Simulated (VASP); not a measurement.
Crystal: DyBe.

```xyz
8
Lattice="5.2812 0.0000 0.0000 0.0000 5.2812 0.0000 0.0000 0.0000 5.5641" Properties=species:S:1:pos:R:3 pbc="T T T"
Dy    2.6406    0.0000    2.4854
Dy    2.6406    0.0000    5.2675
Dy    0.0000    2.6406    0.2967
Dy    0.0000    2.6406    3.0787
Be    3.9609    3.9609    1.3910
Be    1.3203    1.3203    1.3910
Be    3.9609    1.3203    4.1731
Be    1.3203    3.9609    4.1731
```

The cell was generated, and may not be a known phase.

- Program: VASP 6.6.1
- Task: relaxation of cell and atoms
- Functional: PBE
- Potentials or basis: VASP PAW PBE potentials, release 64 (Dy_3, Be), 4f in core
- Cutoff: 600 eV
- k mesh: 3 × 3 × 3
- Occupations: gaussian, width 0.2 eV
- Spin: no spin polarisation

At the start: pressure 28.6 GPa; volume 19.40 Å³/atom.

Question: Where does the relaxation end?

Answer: Over 19 steps the energy falls by 1255.5 meV/atom and the volume is 23.65 Å³/atom (+21.9 %); space group P4_2/ncm (No. 138, to 0.1 Å) before and after.

Step by step:
| step | energy change (eV) | largest force (eV/Å) | pressure (GPa) | volume (Å³) |
| --- | --- | --- | --- | --- |
| 1 | 0.0000 | 1.7347 | 28.61 | 155.19 |
| 2 | -7.3477 | 1.1056 | 0.96 | 246.20 |
| 3 | -7.4089 | 0.9485 | -1.36 | 268.85 |
| 4 | -7.4288 | 1.0017 | -0.64 | 260.91 |
| 5 | -7.6640 | 0.8527 | -0.65 | 258.16 |
| 6 | -8.2107 | 0.2701 | -0.52 | 249.72 |
| 7 | -7.8661 | 1.5454 | 0.84 | 232.08 |
| 8 | -8.3575 | 0.2782 | -0.27 | 244.26 |
| 9 | -8.6408 | 0.5085 | -0.50 | 237.89 |
| 10 | -9.2815 | 1.1253 | -0.92 | 213.63 |
| 11 | -7.9721 | 0.1619 | 8.20 | 149.68 |
| 12 | -9.3791 | 1.3628 | -0.76 | 198.26 |
| 13 | -9.6461 | 0.9376 | -1.08 | 191.92 |
| 14 | -9.6918 | 0.7530 | -1.08 | 188.57 |
| 15 | -9.8070 | 0.6687 | -0.31 | 185.30 |
| 16 | -9.9001 | 0.3825 | 2.27 | 176.92 |
| 17 | -9.9082 | 0.4556 | 1.63 | 178.73 |
| 18 | -9.9989 | 0.2297 | 0.79 | 182.76 |
| 19 | -10.0438 | 0.0534 | -0.36 | 189.23 |

Final structure:
```yaml
crystal:
  lattice:
    - [4.47913, 0.00000, 0.00000]
    - [0.00000, 4.47913, 0.00000]
    - [0.00000, 0.00000, 9.43211]
  atoms:
    - { symbol: Dy, position: [0.50000, 0.00000, 0.50529] }
    - { symbol: Dy, position: [0.50000, 0.00000, 0.00529] }
    - { symbol: Dy, position: [0.00000, 0.50000, 0.99471] }
    - { symbol: Dy, position: [0.00000, 0.50000, 0.49471] }
    - { symbol: Be, position: [0.75000, 0.75000, 0.25000] }
    - { symbol: Be, position: [0.25000, 0.25000, 0.25000] }
    - { symbol: Be, position: [0.75000, 0.25000, 0.75000] }
    - { symbol: Be, position: [0.25000, 0.75000, 0.75000] }
```

Caveat: the k points lie up to 0.47 Å⁻¹ apart in the final cell, too coarse for converged energies and pressures of a metal; the volume moved by over 15 % at a fixed basis, so the end points are rough; the relaxation stopped at a loose force limit of 0.08 eV/Å, so its end isn't a converged minimum.
